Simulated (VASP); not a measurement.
Set up this calculation in VASP 6.6.1, as the native input.

| Quantity | Value |
| --- | --- |
| Task | electric field gradients |
| Functional | PBEsol |
| Potentials or basis | VASP PAW PBE potentials, release 64 (Ta_pv, N) |
| Cutoff | 520 eV |
| k mesh | 9 × 9 × 9 |
| Occupations | fermi-dirac, width 0.02 eV |
| Spin | no spin polarisation |
| Dipole correction | no |
| Further INCAR settings | ALGO = Normal; EDIFF = 1e-08; NBANDS = 15 |

The structure of TaN lies in POSCAR:

```
TaN
1.0
   -0.0217900000      2.1681050000      2.1681050000
    2.1681050000     -0.0217900000      2.1681050000
    2.1681050000      2.1681050000     -0.0217900000
Ta N
1 1
Direct
    0.5000000000      0.5000000000      0.5000000000
    0.0000000000      0.0000000000      0.0000000000
```

This cell differs from its parent crystal: equal xy, yz and zx shear strains of -1 %.

These files were run (other wordings do the same):

INCAR

```
SYSTEM = TaN
ALGO = Normal
EDIFF = 1E-8
ENCUT = 520
GGA = PS
ISIF = 2
ISMEAR = -1
LASPH = .TRUE.
LCHARG = .FALSE.
LEFG = .TRUE.
LREAL = .FALSE.
LWAVE = .FALSE.
NBANDS = 15
NELM = 100
PREC = Accurate
SIGMA = 0.02
```

KPOINTS

```
k-points
0
G
  9 9 9
  0 0 0
```

Potentials or basis: VASP PAW PBE potentials, release 64 (Ta_pv, N).

Command:

```console
$ cat potpaw_PBE.64/Ta_pv/POTCAR potpaw_PBE.64/N/POTCAR > POTCAR
$ mpirun -np 1 vasp_std > vasp.out
```

Results of the run:

| Item | Value |
| --- | --- |
| Pressure | 5.5 GPa |
| Band gap on the k mesh | zero (band 8 reaches 11.34 eV, above the bottom of band 9 at 7.40 eV) |

Caveat: the cell differs from its parent crystal (equal xy, yz and zx shear strains of -1 %); without QUAD_EFG the Cq values of the log hold for a quadrupole moment of 1 mb, not for the nuclei; the PAW data sets were made with another functional, which shifts forces and pressure a little; spin-orbit coupling is left out, which moves the levels of the heavy elements.

Run time: 17 s on 1 thread of Intel Xeon 6975P-C, with other jobs on the host, peak memory 0.16 GiB.
